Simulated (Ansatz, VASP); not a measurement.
**Si in VASP and in Ansatz**

```xyz
1
Lattice="2.6611 0.0000 0.0000 -1.3306 2.3046 0.0000 0.0000 0.0000 2.4486" Properties=species:S:1:pos:R:3 pbc="T T T"
Si    0.0000    0.0000    0.0000
```

Alike in both runs: task relaxation of cell and atoms; functional PBE; k mesh 24 × 24 × 22; occupations gaussian, width 0.1 eV; no spin polarisation.

```csv
,VASP,Ansatz
version,VASP 6.6.1,Ansatz 0.2.0
potentials or method,"VASP PAW PBE potentials, release 64 (Si), cutoff 600 eV","scalar-relativistic, plane waves, PAW"
valence electrons in the cell,4,4
```

Ansatz gave:

```
gap on the k mesh at the Fermi level, each at its own relaxed structure (eV) : none
relaxed volume (Å³/atom)                                                     : 15.10
relaxed cell length with the largest relative difference (Å)                 : 2.648
```

Q: Estimate VASP's values.

A: gap on the k mesh at the Fermi level, each at its own relaxed structure (eV): none; relaxed volume (Å³/atom): 15.10; relaxed cell length with the largest relative difference (Å): 2.647.

A gap of «none» marks a metal or a gap that the smearing closes.
